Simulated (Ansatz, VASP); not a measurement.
## FePt: VASP beside Ansatz

```
CELL_PARAMETERS angstrom
2.72350 0.00000 0.00000
0.00000 2.72350 0.00000
0.00000 0.00000 3.72000
ATOMIC_POSITIONS crystal
Pt 0.50000 0.50000 0.50000
Fe 0.00000 0.00000 0.00000
```

Alike in both runs: task single point; functional PBE; k mesh 10 × 10 × 7; occupations gaussian, width 0.019 eV; collinear spin.

```csv
,VASP,Ansatz
version,VASP 6.6.1,Ansatz 0.2.0
potentials or method,"VASP PAW PBE potentials, release 64 (Pt, Fe), cutoff 520 eV","all-electron LAPW, scalar-relativistic"
```

VASP gave:

* gap on the k mesh at the Fermi level (eV): none
* pressure (GPa): 2.8
* traceless stress, the component that is largest in VASP (GPa): 0.38
* net moment per atom (μB): 1.63
* size of the moment on the site where the two differ most (μB): 2.91

Problem. What did Ansatz give for the same quantities?

Solution. gap on the k mesh at the Fermi level (eV): none; pressure (GPa): 3.3; traceless stress, the component that is largest in VASP (GPa): 0.29; net moment per atom (μB): 1.64; size of the moment on the site where the two differ most (μB): 2.97.

Site moments also hang on the region over which each program counts them. A gap of «none» marks a metal or a gap that the smearing closes. Ansatz ran all-electron here, and VASP with PAW potentials.

Neither program's run includes spin-orbit coupling.
